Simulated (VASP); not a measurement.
Crystal: MoS2.

```
Mo S
1.0
     3.26994    0.00000    0.00000
    -1.63497    2.83185    0.00000
     0.00000    0.00000    6.39554
Mo S
1 2
Direct
  0.00000 0.00000 0.50000
  0.66667 0.33333 0.74468
  0.33333 0.66667 0.25532
```

Base run:

- Program: VASP 6.6.1
- Functional: RPBE
- Dispersion: D3(BJ)
- Potentials or basis: VASP PAW PBE potentials, release 64 (Mo_sv, S)
- Cutoff: 520 eV
- k mesh: 9 × 9 × 4
- Occupations: fermi-dirac, width 0.05 eV
- Spin: no spin polarisation

Its results: band gap on the k mesh zero (band 13 reaches 7.14 eV, above the bottom of band 14 at 6.09 eV); pressure -17.6 GPa; largest force 0.853 eV/Å.

The run is repeated on the same cell with these changes: functional from RPBE to PBEsol; dispersion from D3(BJ) to none. What comes out?

Band gap on the k mesh zero (band 13 reaches 6.94 eV, above the bottom of band 14 at 5.96 eV); pressure -8.0 GPa; largest force 0.559 eV/Å.

Several settings changed at once, so the effect can't be laid on one alone.

Caveats: the PAW data sets were made with another functional, which shifts forces and pressure a little; this functional lacks dispersion, which binds the layers, so the pressure and a relaxed spacing across them are unreliable (some runs).
